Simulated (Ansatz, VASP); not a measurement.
# Two plane-wave programs on Na

File INCAR:

```
ALGO     = Fast           # electronic algorithm
EDIFF    = 1E-7           # SCF threshold, eV
ENCUT    = 520            # plane-wave cutoff, eV
GGA      = PE             # functional
ISIF     = 2              # what is computed and relaxed
ISMEAR   = 0              # smearing method
LASPH    = True           # aspherical terms in the spheres
LCHARG   = False          # write CHGCAR
LREAL    = False          # projectors in reciprocal space
LWAVE    = False          # write WAVECAR
NBANDS   = 10             # bands
NELM     = 100            # most SCF steps
PREC     = Accurate       # precision mode
SIGMA    = 0.15           # smearing width, eV
```

Contents of KPOINTS:

```
k-points
0
Gamma
  18 18 18
```

The input POSCAR:

```
Na
1.0
   -2.1465104543      2.1465104543      2.0606500361
    2.1465104543     -2.1465104543      2.0606500361
    2.1465104543      2.1465104543     -2.0606500361
Na
1
Direct
    0.0000000000      0.0000000000      0.0000000000
```

Input for Ansatz:

```yaml
crystal:
  lattice:
    - [-2.1465104543, 2.1465104543, 2.0606500361]
    - [2.1465104543, -2.1465104543, 2.0606500361]
    - [2.1465104543, 2.1465104543, -2.0606500361]
  atoms:
    - { symbol: Na, position: [0.0, 0.0, 0.0] }
basis:
  ecutwfc: 420
kpoints:
  mp_grid: { grid: [18, 18, 18] }
hamiltonian:
  xc: pbe
scf:
  occupations: { method: gaussian, width: 0.15 }
output:
  forces: true
  stress: true
  eigenvalues: true
```

Alike in both runs: task single point; functional PBE; k mesh 18 × 18 × 18; occupations gaussian, width 0.15 eV; no spin polarisation.

```csv
,VASP,Ansatz
version,VASP 6.6.1,Ansatz 0.2.0
potentials or method,"VASP PAW PBE potentials, release 64 (Na_pv), cutoff 520 eV","scalar-relativistic, plane waves, PAW"
valence electrons in the cell,7,9
```

|  | VASP | Ansatz | Ansatz less VASP |
| --- | --- | --- | --- |
| gap on the k mesh at the Fermi level (eV) | none | none | - |
| pressure (GPa) | -0.2 | -0.2 | +0.01 |

A gap of «none» marks a metal or a gap that the smearing closes. VASP's potentials hold 7 valence electrons a cell and Ansatz's 9, so a difference there can come from the potentials and not from the codes.
